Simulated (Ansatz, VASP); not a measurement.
**Two plane-wave programs on Mg2B3**

```xyz
10
Lattice="4.5082 0.0000 0.0000 0.0000 4.5082 0.0000 0.0000 0.0000 4.5529" Properties=species:S:1:pos:R:3 pbc="T T T"
Mg    3.3275    1.1807    0.0000
Mg    1.1807    3.3275    0.0000
Mg    1.1807    1.1807    2.2764
Mg    3.3275    3.3275    2.2764
B     2.2541    0.0000    3.4147
B     2.2541    0.0000    1.1382
B     0.0000    2.2541    3.4147
B     0.0000    2.2541    1.1382
B     0.0000    0.0000    3.4147
B     0.0000    0.0000    1.1382
```

Change from the starting cell: species swapped into the Ti2H3 type (P4_2/mcm, No. 132).

Alike in both runs: task relaxation of cell and atoms; functional PBE; k mesh 4 × 4 × 4; occupations gaussian, width 0.1 eV; no spin polarisation.

|  | VASP | Ansatz |
| --- | --- | --- |
| version | VASP 6.6.1 | Ansatz 0.2.0 |
| potentials or method | VASP PAW PBE potentials, release 64 (Mg, B), cutoff 600 eV | scalar-relativistic, plane waves, PAW |
| valence electrons in the cell | 26 | 58 |

Ansatz gave:

```
gap on the k mesh at the Fermi level, each at its own relaxed structure (eV) : none
relaxed volume (Å³/atom)                                                     : 14.06
relaxed cell length with the largest relative difference (Å)                 : 6.678
```

Task: Estimate VASP's values.

Result: gap on the k mesh at the Fermi level, each at its own relaxed structure (eV): none; relaxed volume (Å³/atom): 13.89; relaxed cell length with the largest relative difference (Å): 6.641.

A gap of «none» marks a metal or a gap that the smearing closes. VASP's potentials hold 26 valence electrons a cell and Ansatz's 58, so a difference there can come from the potentials and not from the codes.

Noted on VASP's run: the volume moved by over 15 % at a fixed basis, so the end points are rough.
